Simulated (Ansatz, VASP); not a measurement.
One calculation of Zn, two programs

```
CELL_PARAMETERS angstrom
2.70477 0.00000 0.00000
-1.35239 2.34240 0.00000
0.00000 0.00000 4.94670
ATOMIC_POSITIONS crystal
Zn 0.33333 0.66667 0.25000
Zn 0.66667 0.33333 0.75000
```

Change from the starting cell: strain +0.0150 x Voigt [1, 1, 0, 0, 0, 0], atoms carried along.

Alike in both runs: task single point; functional LDA; k mesh 21 × 21 × 10; occupations gaussian, width 0.15 eV; no spin polarisation.

```csv
,VASP,Ansatz
version,VASP 6.6.1,Ansatz 0.2.0
potentials or method,"VASP PAW LDA potentials, release 64 (Zn), cutoff 520 eV","scalar-relativistic, plane waves, PAW"
valence electrons in the cell,24,24
```

VASP gave:

```
gap on the k mesh at the Fermi level (eV)                     : none
pressure (GPa)                                                : -9.9
traceless stress, the component that is largest in VASP (GPa) : 2.91
```

Task: Which values does Ansatz return?

Result: gap on the k mesh at the Fermi level (eV): none; pressure (GPa): -10.4; traceless stress, the component that is largest in VASP (GPa): 3.04.

LDA's correlation is that of Perdew and Zunger in VASP and of Perdew and Wang (1992) in Ansatz. A gap of «none» marks a metal or a gap that the smearing closes.
